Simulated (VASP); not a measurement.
# MgAl2Sb2 (P-3m1) in VASP: notebook

Runs on MgAl2Sb2. Level: PBE. Tasks: single point.

Everything below comes from runs of VASP 6.6.1. Logs are shortened: lines on timing, memory, paths and dates and some standing lists are left out, and cuts for length are marked.

## 1. The cell of the first run

It takes space group P-3m1 (No. 164, trigonal). Conventional cell: a = 4.604 Å, b = 4.604 Å, c = 7.086 Å, α = 90.00°, β = 90.00°, γ = 120.00°. Within 4.1 Å of Mg (site symmetry -3m) lie 6 Sb at 3.12 Å and 6 Al at 3.74 Å. Within 3.7 Å of Al (site symmetry 3m) lie 4 Sb at 2.83 to 2.84 Å and 3 Al at 3.23 Å. Within 3.7 Å of Sb (site symmetry 3m) lie 4 Al at 2.83 to 2.84 Å and 3 Mg at 3.12 Å.

## 2. Single point, PBE

The input, INCAR:

```
SYSTEM = MgAl2Sb2
ALGO = Normal
EDIFF = 1E-6
ENCUT = 520
GGA = PE
ISIF = 2
ISMEAR = -1
LASPH = .True.
LCHARG = .False.
LREAL = .False.
LWAVE = .False.
NBANDS = 17
NELM = 80
PREC = Accurate
SIGMA = 0.1
```

The input, KPOINTS:

```
k-points
0
Gamma
  6 6 4
  0 0 0
```

The input, POSCAR:

```
MgAl2Sb2
1.0
    4.6038400000      0.0000000000      0.0000000000
   -2.3019200000      3.9870400000      0.0000000000
    0.0000000000      0.0000000000      7.0863200000
Mg Al Sb
1 2 2
Direct
    0.0000000000      0.0000000000      0.0000000000
    0.6666666667      0.3333333333      0.3707900000
    0.3333333333      0.6666666667      0.6292100000
    0.6666666667      0.3333333333      0.7696900000
    0.3333333333      0.6666666667      0.2303100000
```

Potentials or basis: VASP PAW PBE potentials, release 64 (Mg, Al, Sb).

Started as:

```sh
$ cat potpaw_PBE.64/Mg/POTCAR potpaw_PBE.64/Al/POTCAR potpaw_PBE.64/Sb/POTCAR > POTCAR
$ mpirun -np 1 vasp_std > vasp.out
```

OUTCAR:

```text
SYSTEM = MgAl2Sb2
   EDIFF = 1E-6
   ENCUT = 520
   GGA = PE
   ISIF = 2
   ISMEAR = -1
   LASPH = .True.
   LREAL = .False.
   NELM = 80
   PREC = Accurate

 ion  position               nearest neighbor table
   1  0.000  0.000  0.000-   5 3.12   4 3.12   5 3.12   4 3.12   4 3.12   5 3.12
   2  0.667  0.333  0.371-   4 2.83   5 2.84   5 2.84   5 2.84   3 3.23   3 3.23   3 3.23
   3  0.333  0.667  0.629-   5 2.83   4 2.84   4 2.84   4 2.84   2 3.23   2 3.23   2 3.23
   4  0.667  0.333  0.770-   2 2.83   3 2.84   3 2.84   3 2.84   1 3.12   1 3.12   1 3.12
   5  0.333  0.667  0.230-   3 2.83   2 2.84   2 2.84   2 2.84   1 3.12   1 3.12   1 3.12

  LATTYP: Found a hexagonal cell.
 ALAT       =     4.6038400000
 C/A-ratio  =     1.5392194342

  Lattice vectors:

 A1 = (   4.6038400000,   0.0000000000,   0.0000000000)
 A2 = (  -2.3019200000,   3.9870400000,   0.0000000000)
 A3 = (   0.0000000000,   0.0000000000,   7.0863200000)

Analysis of symmetry for initial positions (statically):
=====================================================================
 Subroutine PRICEL returns:
 Original cell was already a primitive cell.

 Routine SETGRP: Setting up the symmetry group for a
 hexagonal supercell.

 Subroutine GETGRP returns: Found 12 space group operations
 (whereof 12 operations were pure point group operations)
 out of a pool of 24 trial point group operations.

The static configuration has the point symmetry D_3d.

Analysis of symmetry for dynamics (positions and initial velocities):
=====================================================================
 Subroutine PRICEL returns:
 Original cell was already a primitive cell.

 Routine SETGRP: Setting up the symmetry group for a
 hexagonal supercell.

 Subroutine GETGRP returns: Found 12 space group operations
 (whereof 12 operations were pure point group operations)
 out of a pool of 24 trial point group operations.

The dynamic configuration has the point symmetry D_3d.

 Subroutine INISYM returns: Found 12 space group operations
 (whereof 12 operations are pure point group operations),
 and found     1 'primitive' translations

----------------------------------------------------------------------------------------

                                     Primitive cell

  volume of cell :     130.0743

  direct lattice vectors                    reciprocal lattice vectors
     4.603840000  0.000000000  0.000000000     0.217209981  0.125406316  0.000000000
    -2.301920000  3.987040000  0.000000000     0.000000000  0.250812633  0.000000000
     0.000000000  0.000000000  7.086320000     0.000000000  0.000000000  0.141116969

  length of vectors
     4.603840000  4.603837926  7.086320000     0.250812520  0.250812633  0.141116969

  position of ions in fractional coordinates (direct lattice)
     0.000000000  0.000000000  0.000000000
     0.666666667  0.333333333  0.370790000
     0.333333333  0.666666667  0.629210000
     0.666666667  0.333333333  0.769690000
     0.333333333  0.666666667  0.230310000

  ion indices of the primitive-cell ions
   primitive index   ion index
                 1           1
                 2           2
                 3           3
                 4           4
                 5           5

----------------------------------------------------------------------------------------

 KPOINTS: k-points

Automatic generation of k-mesh.
 Grid dimensions read from file:
 generate k-points for:    6    6    4

 Generating k-lattice:

  Cartesian coordinates                     Fractional coordinates (reciprocal lattice)
     0.036201664  0.020901053  0.000000000     0.166666667  0.000000000  0.000000000
     0.000000000  0.041802105  0.000000000     0.000000000  0.166666667  0.000000000
     0.000000000  0.000000000  0.035279242     0.000000000  0.000000000  0.250000000

  Length of vectors
     0.041802087  0.041802105  0.035279242

  Shift w.r.t. Gamma in fractional coordinates (k-lattice)
     0.000000000  0.000000000  0.000000000

 Subroutine IBZKPT returns following result:
 ===========================================

 Found     24 irreducible k-points:

 Following reciprocal coordinates:
            Coordinates               Weight
  0.000000  0.000000  0.000000      1.000000
  0.166667  0.000000  0.000000      6.000000
  0.333333 -0.000000  0.000000      6.000000
  0.500000  0.000000  0.000000      3.000000
  0.166667  0.166667  0.000000      6.000000
  0.333333  0.166667  0.000000     12.000000
[... 16 lines left out ...]
  0.333333  0.166667  0.500000     12.000000
  0.333333  0.333333  0.500000      2.000000
   k-points           NKPTS =     24   k-points in BZ     NKDIM =     24   number of bands    NBANDS=     17
   number of dos      NEDOS =    301   number of ions     NIONS =      5
   total plane-waves  NPLWV =  69984
   dimension x,y,z NGX =    36 NGY =   36 NGZ =   54
   dimension x,y,z NGXF=    72 NGYF=   72 NGZF=  108
   ions per type =               1   2   2
   NGX,Y,Z   is equivalent  to a cutoff of  13.00, 13.00, 12.67 a.u.
   NGXF,Y,Z  is equivalent  to a cutoff of  26.00, 26.00, 25.34 a.u.
 SYSTEM =  MgAl2Sb2
   PREC   = accura    normal or accurate (medium, high low for compatibility)
   ISTART =      0    job   : 0-new  1-cont  2-samecut
   ICHARG =      2    charge: 1-file 2-atom 10-const
   ISPIN  =      1    spin polarized calculation?
   LNONCOLLINEAR =      F non collinear calculations
   LSORBIT =      F    spin-orbit coupling
   LASPH  =      T    aspherical Exc in radial PAW
   ENCUT  =  520.0 eV  38.22 Ry    6.18 a.u.   8.56  8.56 13.18*2*pi/ulx,y,z
   NELM   =     80;   NELMIN=  2; NELMDL= -5     # of ELM steps
   EDIFF  = 0.1E-05   stopping-criterion for ELM
   LREAL  =      F    real-space projection
   EDIFFG = 0.1E-04   stopping-criterion for IOM
   NSW    =      0    number of steps for IOM
   IBRION =     -1    ionic relax: 0-MD 1-quasi-New 2-CG
   NFREE  =      0    steps in history (QN), initial steepest desc. (CG)
   ISIF   =      2    stress and relaxation
   ISYM   =      2    0-nonsym 1-usesym 2-fastsym
   POTIM  = 0.5000    time-step for ionic-motion
   TEBEG  =    0.0;   TEEND  =   0.0 temperature during run
   PSTRESS=    0.0 pullay stress
   NELECT =      18.0000    total number of electrons
   NUPDOWN=      -1.0000    fix difference up-down
   EMIN   =  10.00;   EMAX   =-10.00  energy-range for DOS
   EFERMI =   0.00;   METHOD = LEGACY
   ISMEAR =    -1;   SIGMA  =   0.10  broadening in eV -4-tet -1-fermi 0-gaus
   EFERMI_NEDOS =   21; number of points for ismear=-14 and -15
   IALGO  =     38    algorithm
   IMIX   =      4    mixing-type and parameters
     AMIX     =   0.40;   BMIX     =  1.00
     AMIX_MAG =   1.60;   BMIX_MAG =  1.00
  volume/ion in A,a.u.               =      26.01       175.56
  Fermi-wavevector in a.u.,A,eV,Ry     =   0.846776  1.600174  9.755777  0.717029
  Thomas-Fermi vector in A             =   1.962177
   LORBIT       =      0    0 simple, 1 ext, 2 COOP (PROOUT), +10 PAW based schemes
   GGA     = PE    functional components
   LHFCALC =     F    Hartree Fock is set to
   AEXX    =    0.0000 exact exchange contribution
   IVDW    =     0    specifies the selected vdW correction
   LEPSILON=     F    determine dielectric tensor
   LRPA    =     F    only Hartree local field effects (RPA)
 non-spin polarized calculation
  energy-cutoff  :      520.00
  volume of cell :      130.07
 maximum number of plane-waves:      3561
 NGX is ok and might be reduce to    36
   NGX = 17   NGY = 17   NGZ = 27

 number of electron      18.0000000 magnetization

 Free energy of the ion-electron system (eV)
  ---------------------------------------------------
  ext. energy  EPLUGINS =         0.00000000
  ---------------------------------------------------
  free energy    TOTEN  =       -17.15222515 eV

  energy without entropy =      -17.08055084  energy(sigma->0) =      -17.11638800

 E-fermi :   5.8358     XC(G=0):  -9.0348

 val. band max:        5.7881042785   @ k =   0.3333   0.3333   0.2500
 cond. band min:       5.8723058742   @ k =   0.3333   0.1667   0.2500
 fundamental gap:      0.0842015956
 Fermi energy:         5.8357814259

 k-point     1 :       0.0000    0.0000    0.0000
  band No.  band energies     occupation
      1      -5.6424      2.00000
      2      -4.1422      2.00000
      3      -0.4996      2.00000
      4       3.4052      2.00000
      5       3.4052      2.00000
      6       3.9723      2.00000
[... 9 lines left out ...]
     16       9.0699      0.00000
     17       9.4344      0.00000

 k-point     2 :       0.1667    0.0000    0.0000
  band No.  band energies     occupation
      1      -5.4452      2.00000
      2      -4.0228      2.00000
      3      -0.2814      2.00000
      4       1.6282      2.00000
      5       2.9559      2.00000
      6       2.9945      2.00000
[... 9 lines left out ...]
     16       9.1450      0.00000
     17       9.6011      0.00000

 k-point     3 :       0.3333   -0.0000    0.0000
  band No.  band energies     occupation
      1      -4.9158      2.00000
      2      -3.8191      2.00000
      3       0.1004      2.00000
      4       0.2677      2.00000
      5       1.4331      2.00000
      6       2.4560      2.00000
[... 9 lines left out ...]
     16       9.8279      0.00000
     17      11.0317      0.00000

 k-point     4 :       0.5000    0.0000    0.0000
  band No.  band energies     occupation
      1      -4.4575      2.00000
      2      -3.8609      2.00000
      3      -0.3747      2.00000
      4       0.2229      2.00000
      5       1.4239      2.00000
      6       2.2370      2.00000
[... 9 lines left out ...]
     16      11.4145      0.00000
     17      11.5231      0.00000

 k-point     5 :       0.1667    0.1667    0.0000
  band No.  band energies     occupation
      1      -5.0775      2.00000
      2      -3.8553      2.00000
      3       0.1146      2.00000
      4       0.5944      2.00000
      5       1.5515      2.00000
      6       2.4204      2.00000
[... 9 lines left out ...]
     16       9.6555      0.00000
     17      10.3383      0.00000

 k-point     6 :       0.3333    0.1667    0.0000
  band No.  band energies     occupation
      1      -4.4984      2.00000
      2      -3.8180      2.00000
      3      -0.1306      2.00000
      4       0.3404      2.00000
      5       1.1080      2.00000
      6       1.6440      2.00000
[... 9 lines left out ...]
     16      10.8363      0.00000
     17      10.9451      0.00000

 k-point     7 :       0.3333    0.3333    0.0000
  band No.  band energies     occupation
      1      -4.0463      2.00000
      2      -4.0463      2.00000
      3       0.1403      2.00000
      4       0.1403      2.00000
      5       0.5603      2.00000
      6       2.0426      2.00000
[... 9 lines left out ...]
     16      10.4389      0.00000
     17      10.5148      0.00000

 k-point     8 :       0.0000    0.0000    0.2500
  band No.  band energies     occupation
      1      -5.5014      2.00000
      2      -4.4596      2.00000
      3       0.1124      2.00000
      4       3.5015      2.00000
      5       3.5109      2.00000
      6       3.5109      2.00000
[... 9 lines left out ...]
     16       9.3350      0.00000
     17      10.0762      0.00000
[... 203 lines left out ...]
      1      -5.0364      2.00000
      2      -4.7190      2.00000
      3       1.0092      2.00000
      4       1.5092      2.00000
      5       2.8119      2.00000
      6       3.0759      2.00000
[... 9 lines left out ...]
     16       9.1201      0.00000
     17      10.1404      0.00000

 k-point    20 :       0.3333   -0.0000    0.5000
  band No.  band energies     occupation
      1      -4.5747      2.00000
      2      -4.3000      2.00000
      3       0.0099      2.00000
      4       0.1316      2.00000
      5       2.6660      2.00000
      6       2.8723      2.00000
[... 9 lines left out ...]
     16      10.0800      0.00000
     17      10.4553      0.00000

 k-point    21 :       0.5000    0.0000    0.5000
  band No.  band energies     occupation
      1      -4.2386      2.00000
      2      -4.0451      2.00000
      3      -0.6040      2.00000
      4      -0.5598      2.00000
      5       2.6821      2.00000
      6       2.8990      2.00000
[... 9 lines left out ...]
     16      10.5094      0.00000
     17      12.1555      0.00000

 k-point    22 :       0.1667    0.1667    0.5000
  band No.  band energies     occupation
      1      -4.7097      2.00000
      2      -4.4181      2.00000
      3       0.4623      2.00000
      4       0.4854      2.00000
      5       2.4568      2.00000
      6       2.7228      2.00000
[... 9 lines left out ...]
     16       9.7831      0.00000
     17      10.5746      0.00000

 k-point    23 :       0.3333    0.1667    0.5000
  band No.  band energies     occupation
      1      -4.2519      2.00000
      2      -4.0584      2.00000
      3      -0.4194      2.00000
      4      -0.3172      2.00000
      5       1.8794      2.00000
      6       1.9256      2.00000
[... 9 lines left out ...]
     16      10.1706      0.00000
     17      11.8396      0.00000

 k-point    24 :       0.3333    0.3333    0.5000
  band No.  band energies     occupation
      1      -3.9966      2.00000
      2      -3.9966      2.00000
      3      -0.4568      2.00000
      4      -0.4568      2.00000
      5       1.1814      2.00000
      6       1.2800      2.00000
[... 9 lines left out ...]
     16       9.5639      0.00000
     17       9.5639      0.00000

------------------------ aborting loop because EDIFF is reached ----------------------------------------

  FORCE on cell =-STRESS in cart. coord.  units (eV):
  Direction    XX          YY          ZZ          XY          YZ          ZX
  --------------------------------------------------------------------------------------
  -------------------------------------------------------------------------------------
  Total        0.1043232      0.1043230      0.1362089     -0.0000000      0.0000000      0.0000000
  in kB        1.2849899      1.2849883      1.6777400     -0.0000000      0.0000000      0.0000000
  external PRESSURE =       1.4159061 kB  Pullay stress =       0.0000000 kB

 VOLUME and BASIS-vectors are now :
 -----------------------------------------------------------------------------
  energy-cutoff  :      520.00
  volume of cell :      130.07
      direct lattice vectors                 reciprocal lattice vectors
     4.603840000  0.000000000  0.000000000     0.217209981  0.125406316  0.000000000
    -2.301920000  3.987040000  0.000000000     0.000000000  0.250812633  0.000000000
     0.000000000  0.000000000  7.086320000     0.000000000  0.000000000  0.141116969

 POSITION                                       TOTAL-FORCE (eV/Angst)
 -----------------------------------------------------------------------------------
      0.00000      0.00000      0.00000        -0.000000      0.000000     -0.000000
      2.30192      1.32901      2.62754         0.000000     -0.000000     -0.042436
     -0.00000      2.65803      4.45878        -0.000000     -0.000000      0.042436
      2.30192      1.32901      5.45427        -0.000000      0.000000      0.002697
     -0.00000      2.65803      1.63205        -0.000000      0.000000     -0.002697
 -----------------------------------------------------------------------------------
    total drift:                                0.000000      0.000000      0.000000

  FREE ENERGIE OF THE ION-ELECTRON SYSTEM (eV)
  ---------------------------------------------------
  free  energy   TOTEN  =       -17.1522251524 eV

  energy  without entropy=      -17.0805508407  energy(sigma->0) =      -17.11638800
```

Run time: 41 s. Hardware: 1 thread of Intel Xeon Platinum 8375C at 2.90GHz (Ice Lake), shared host; peak memory 0.27 GiB.

What came out:

- Free energy: -17.1522 eV
- Pressure: 0.1 GPa
- Largest force: 0.042 eV/Å
- Band gap on the k mesh: zero (band 9 reaches 6.13 eV, above the bottom of band 10 at 5.12 eV)

Forces on the atoms (eV/Å):
```
Mg   0.000  0.000  0.000
Al   0.000  0.000 -0.042
Al   0.000  0.000  0.042
Sb   0.000  0.000  0.003
Sb   0.000  0.000 -0.003
```

Caveat: spin-orbit coupling is left out, which moves the levels of the heavy elements.

(Continued in part 2 of 2.)
